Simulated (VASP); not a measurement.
The system is AlN.

```
Al N
1.0
     3.11300    0.00000    0.00000
    -1.55650    2.69594    0.00000
     0.00000    0.00000    4.98100
Al N
2 2
Cartesian
  0.0000 1.7973 0.0000
  1.5565 0.8986 2.4905
  0.0000 1.7973 1.8928
  1.5565 0.8986 4.3833
```

```yaml
Program: VASP 6.6.1
Task: relaxation of cell and atoms
Functional: LDA
Potentials_or_basis: VASP PAW LDA potentials, release 64 (Al, N)
Cutoff: 600 eV
k_mesh: 12 × 12 × 6
Occupations: fermi-dirac, width 0.02 eV
Spin: no spin polarisation
```

At the start: pressure -4.2 GPa; volume 10.45 Å³/atom.

Question: How do energy, volume and symmetry change on relaxing?

Answer: Over 6 steps the energy falls by 3.2 meV/atom and the volume is 10.23 Å³/atom (-2.1 %); space group P6_3mc (No. 186, to 0.1 Å) before and after.

Step by step:
```csv
step,energy change (eV),largest force (eV/Å),pressure (GPa),volume (Å³)
1,0.0000,0.1194,-4.21,41.80
2,-0.0009,0.0854,4.30,40.16
3,-0.0124,0.0200,-0.04,40.96
4,-0.0124,0.0180,0.06,40.94
5,-0.0126,0.0112,0.08,40.93
6,-0.0126,0.0047,0.09,40.93
```

Final structure:
```xyz
4
Lattice="3.0909 0.0000 0.0000 -1.5454 2.6768 0.0000 0.0000 0.0000 4.9468" Properties=species:S:1:pos:R:3 pbc="T T T"
Al    0.0000    1.7845    4.9421
Al    1.5454    0.8923    2.4687
N     0.0000    1.7845    1.8845
N     1.5454    0.8923    4.3579
```
